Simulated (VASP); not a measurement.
# GaAs (F-43m) in VASP: notebook, part 2 of 2

VASP 6.6.1. The steps go on from the part before.

## (4) Relaxation of cell and atoms, r2SCAN, target pressure 7 GPa, at which the enthalpy is minimised

POSCAR

```
GaAs
1.0
    0.0000000000      2.8334677908      2.8334677908
    2.8334677908      0.0000000000      2.8334677908
    2.8334677908      2.8334677908      0.0000000000
Ga As
1 1
Direct
    0.0000000000      0.0000000000      0.0000000000
    0.7500000000      0.7500000000      0.7500000000
```

INCAR.step1

```
PREC = Accurate ; ENCUT = 600
ISMEAR = 0 ; SIGMA = 0.01
LREAL = F ; LASPH = T
NELM = 80 ; GGA = PE
ALGO = Normal ; EDIFF = 1E-4
LWAVE = T ; LCHARG = F
```

INCAR.step2

```
PREC = Accurate ; ENCUT = 600
EDIFF = 1E-6 ; ISMEAR = 0
SIGMA = 0.01 ; LREAL = F
LASPH = T ; NELM = 80
ALGO = Normal ; ISIF = 3
LWAVE = F ; LCHARG = F
METAGGA = R2SCAN ; LMIXTAU = T
IBRION = 2 ; NSW = 100
EDIFFG = -0.002 ; PSTRESS = 70.0
ISTART = 1
```

KPOINTS

```
regular mesh
0
Gamma
  8 8 8
```

Launch:

```console
cat potpaw_PBE.64/Ga_d/POTCAR potpaw_PBE.64/As/POTCAR > POTCAR
cp INCAR.step1 INCAR
mpirun -np 1 vasp_std > vasp.out
cp INCAR.step2 INCAR
mpirun -np 1 vasp_std > vasp.out
```

It took 2.4 min on 1 thread of Intel Xeon 6975P-C (Granite Rapids), shared host; peak memory 0.21 GiB.

It converged, with:

```yaml
Free_energy: -26.9835 eV
Relaxed_volume: 21.01 Å³/atom
Relaxed_cell: a = 3.902 Å, b = 3.902 Å, c = 3.902 Å, α = 60.00°, β = 60.00°, γ = 60.00°
Space_group_after_relaxing_to_0.1_Å: F-43m (No. 216)
Energy_change_on_relaxing_the_run_minimises_the_enthalpy: +35.3 meV/atom
Ionic_steps: 7
Pressure_after_relaxing: 7.0 GPa
Band_gap_on_the_k_mesh: 1.59 eV (least direct gap 1.60 eV)
```

Step by step:
```csv
step,energy change (eV),largest force (eV/Å),pressure (GPa),volume (Å³)
1,0.0000,0.0000,0.08,45.50
2,0.2491,0.0000,14.83,39.33
3,0.0703,0.0000,6.98,42.02
4,0.0732,0.0000,7.17,41.95
5,0.0680,0.0000,6.79,42.07
6,0.0713,0.0000,7.06,41.99
7,0.0706,0.0000,7.00,42.01
```

Final structure:
```xyz
2
Lattice="0.0000 2.7592 2.7592 2.7592 0.0000 2.7592 2.7592 2.7592 0.0000" Properties=species:S:1:pos:R:3 pbc="T T T"
Ga    2.7592    0.0000    2.7592
As    4.1388    4.1388    4.1388
```

Levels at points of the mesh, in eV from the valence-band top:
| k point | band 6 | band 7 | band 8 | band 9 | band 10 | band 11 | band 12 | band 13 |
| --- | --- | --- | --- | --- | --- | --- | --- | --- |
| (0.00, 0.00, 0.00) | -13.78 | 0.00 | 0.00 | 0.00 | 1.60 | 4.05 | 4.05 | 4.05 |
| (0.50, 0.00, 0.00) | -11.68 | -7.25 | -1.30 | -1.30 | 1.59 | 5.00 | 5.00 | 8.38 |
| (0.50, 0.50, 0.00) | -10.80 | -7.37 | -3.05 | -3.05 | 1.61 | 1.90 | 11.48 | 11.48 |

Caveat: the cell is relaxed towards a set pressure, so the run minimises the enthalpy, not the energy; the PAW data sets were made with another functional, which shifts forces and pressure a little.

## (5) Relaxation of cell and atoms, r2SCAN, target pressure 10 GPa, at which the enthalpy is minimised

POSCAR is that of step 4.

INCAR.step1

```
SYSTEM = GaAs
PREC     = Accurate       ! precision mode
ENCUT    = 600            ! plane-wave cutoff, eV
ISMEAR   = 0              ! smearing method
SIGMA    = 0.01           ! smearing width, eV
LREAL    = .FALSE.        ! projectors in reciprocal space
LASPH    = .TRUE.         ! aspherical terms in the spheres
NELM     = 60             ! most SCF steps
GGA      = PE             ! functional
ALGO     = Normal         ! electronic algorithm
EDIFF    = 1E-4           ! SCF threshold, eV
LWAVE    = .TRUE.         ! write WAVECAR
LCHARG   = .FALSE.        ! write CHGCAR
```

INCAR.step2

```
SYSTEM = GaAs
PREC     = Accurate       ! precision mode
ENCUT    = 600            ! plane-wave cutoff, eV
EDIFF    = 1E-6           ! SCF threshold, eV
ISMEAR   = 0              ! smearing method
SIGMA    = 0.01           ! smearing width, eV
LREAL    = .FALSE.        ! projectors in reciprocal space
LASPH    = .TRUE.         ! aspherical terms in the spheres
NELM     = 60             ! most SCF steps
ALGO     = Normal         ! electronic algorithm
ISIF     = 3              ! what is computed and relaxed
LWAVE    = .FALSE.        ! write WAVECAR
LCHARG   = .FALSE.        ! write CHGCAR
METAGGA  = R2SCAN         ! meta-GGA
LMIXTAU  = .TRUE.       
IBRION   = 2              ! ionic algorithm
NSW      = 100            ! ionic steps
EDIFFG   = -0.002         ! ionic threshold
PSTRESS  = 100.0        
ISTART   = 1
```

KPOINTS

```
Automatic mesh
0
G
  8 8 8
  0 0 0
```

Launch:

```console
cat potpaw_PBE.64/Ga_d/POTCAR potpaw_PBE.64/As/POTCAR > POTCAR
cp INCAR.step1 INCAR
mpirun -np 1 vasp_std > vasp.out
cp INCAR.step2 INCAR
mpirun -np 1 vasp_std > vasp.out
```

It took 2.3 min on 1 thread of Intel Xeon 6975P-C (Granite Rapids), shared host; peak memory 0.2 GiB.

The run converged. Its results:

* Free energy: -26.9240 eV
* Relaxed volume: 20.44 Å³/atom
* Relaxed cell: a = 3.867 Å, b = 3.867 Å, c = 3.867 Å, α = 60.00°, β = 60.00°, γ = 60.00°
* Space group after relaxing (to 0.1 Å): F-43m (No. 216)
* Energy change on relaxing (the run minimises the enthalpy): +65.0 meV/atom
* Ionic steps: 7
* Pressure after relaxing: 10.0 GPa
* Band gap on the k mesh: 1.55 eV (least direct gap 1.83 eV)

The path:
| step | energy change (eV) | largest force (eV/Å) | pressure (GPa) | volume (Å³) |
| --- | --- | --- | --- | --- |
| 1 | 0.0000 | 0.0000 | 0.08 | 45.50 |
| 2 | 0.5532 | 0.0000 | 24.83 | 36.84 |
| 3 | 0.1263 | 0.0000 | 9.79 | 40.94 |
| 4 | 0.1317 | 0.0000 | 10.09 | 40.85 |
| 5 | 0.1279 | 0.0000 | 9.86 | 40.92 |
| 6 | 0.1309 | 0.0000 | 10.05 | 40.87 |
| 7 | 0.1301 | 0.0000 | 9.99 | 40.88 |

Final structure:
```cif
data_structure
_symmetry_space_group_name_H-M 'P 1'
_symmetry_Int_Tables_number 1
_cell_length_a 3.8667
_cell_length_b 3.8667
_cell_length_c 3.8667
_cell_angle_alpha 60.000
_cell_angle_beta 60.000
_cell_angle_gamma 60.000
_cell_volume 40.88
loop_
_atom_site_label
_atom_site_type_symbol
_atom_site_fract_x
_atom_site_fract_y
_atom_site_fract_z
_atom_site_occupancy
Ga1 Ga 0.00000 0.00000 0.00000 1
As1 As 0.75000 0.75000 0.75000 1
```

Levels at points of the mesh, in eV from the valence-band top:
```tsv
k point	band 6	band 7	band 8	band 9	band 10	band 11	band 12	band 13
(0.00, 0.00, 0.00)	-14.01	0.00	0.00	0.00	1.83	4.05	4.05	4.05
(0.50, 0.00, 0.00)	-11.81	-7.43	-1.35	-1.35	1.68	5.00	5.00	8.40
(0.50, 0.50, 0.00)	-10.89	-7.51	-3.16	-3.16	1.55	1.88	11.71	11.71
```

Caveat: the cell is relaxed towards a set pressure, so the run minimises the enthalpy, not the energy; the PAW data sets were made with another functional, which shifts forces and pressure a little. A k mesh can miss the band edges.

## (6) Relaxation of cell and atoms, r2SCAN, target pressure 15 GPa, at which the enthalpy is minimised

POSCAR is that of step 5.

INCAR.step1

```
SYSTEM = GaAs
PREC = Accurate
ENCUT = 600
ISMEAR = 0
SIGMA = 0.01
LREAL = .FALSE.
LASPH = .TRUE.
NELM = 80
GGA = PE
ALGO = Normal
EDIFF = 1E-4
LWAVE = .TRUE.
LCHARG = .FALSE.
```

INCAR.step2

```
SYSTEM = GaAs
PREC = Accurate
ENCUT = 600
EDIFF = 1E-7
ISMEAR = 0
SIGMA = 0.01
LREAL = .FALSE.
LASPH = .TRUE.
NELM = 80
ALGO = Normal
ISIF = 3
LWAVE = .FALSE.
LCHARG = .FALSE.
METAGGA = R2SCAN
LMIXTAU = .TRUE.
IBRION = 2
NSW = 100
EDIFFG = -0.002
PSTRESS = 150.0
ISTART = 1
```

KPOINTS is that of step 5.

Potentials or basis: VASP PAW PBE potentials, release 64 (Ga_d, As).

Launch:

```console
cat potpaw_PBE.64/Ga_d/POTCAR potpaw_PBE.64/As/POTCAR > POTCAR
cp INCAR.step1 INCAR
mpirun -np 1 vasp_std > vasp.out
cp INCAR.step2 INCAR
mpirun -np 1 vasp_std > vasp.out
```

It took 7 min on 1 thread of Intel Xeon Platinum 8488C (Sapphire Rapids), shared host; peak memory 0.22 GiB.

Results (log left out):

```
Free energy                                                : -26.8007 eV
Relaxed volume                                             : 19.64 Å³/atom
Relaxed cell                                               : a = 3.816 Å, b = 3.816 Å, c = 3.816 Å, α = 60.00°, β = 60.00°, γ = 60.00°
Space group after relaxing (to 0.1 Å)                      : F-43m (No. 216)
Energy change on relaxing (the run minimises the enthalpy) : +126.7 meV/atom
Ionic steps                                                : 8
Pressure after relaxing                                    : 15.0 GPa
Band gap on the k mesh                                     : 1.46 eV (least direct gap 2.17 eV)
```

Step by step:
```
step  energy change (eV)  largest force (eV/Å)  pressure (GPa)  volume (Å³)
   1              0.0000                0.0000            0.06        45.50
   2              1.4305                0.0000           48.74        32.91
   3              0.2333                0.0000           14.22        39.51
   4              0.2505                0.0000           14.89        39.32
   5              0.2615                0.0000           15.30        39.20
   6              0.2442                0.0000           14.66        39.38
   7              0.2544                0.0000           15.04        39.27
   8              0.2534                0.0000           14.99        39.28
```

Final structure:
```xyz
2
Lattice="0.0000 2.6981 2.6981 2.6981 0.0000 2.6981 2.6981 2.6981 0.0000" Properties=species:S:1:pos:R:3 pbc="T T T"
Ga    2.6981    2.6981    5.3963
As    4.0472    4.0472    4.0472
```

Levels at points of the mesh, in eV from the valence-band top:
```tsv
k point	band 6	band 7	band 8	band 9	band 10	band 11	band 12	band 13
(0.00, 0.00, 0.00)	-14.35	0.00	0.00	0.00	2.17	4.04	4.04	4.04
(0.50, 0.00, 0.00)	-12.00	-7.70	-1.43	-1.43	1.81	4.99	4.99	8.42
(0.50, 0.50, 0.00)	-11.03	-7.74	-3.33	-3.33	1.46	1.84	12.06	12.06
```

Caveat: the cell is relaxed towards a set pressure, so the run minimises the enthalpy, not the energy; the PAW data sets were made with another functional, which shifts forces and pressure a little. A k mesh can miss the band edges.

## (7) The runs side by side

```tsv
cell	gap on the mesh (eV)	pressure (GPa)
relaxed to 2 GPa	1.14	2.0
relaxed to 4 GPa	1.34	4.0
relaxed to 7 GPa	1.59	7.0
relaxed to 10 GPa	1.55	10.0
relaxed to 15 GPa	1.46	15.0
```

Alike in all rows: task relaxation of cell and atoms; level r2SCAN; potentials or basis VASP PAW PBE potentials, release 64 (Ga_d, As); no spin polarisation; k mesh 8 × 8 × 8; cutoff (eV) 600; smearing gaussian 0.01 eV.

Caveats: the cell is relaxed towards a set pressure, so the run minimises the enthalpy, not the energy; the PAW data sets were made with another functional, which shifts forces and pressure a little.

Absolute energies hang on the potentials; compare differences alone.
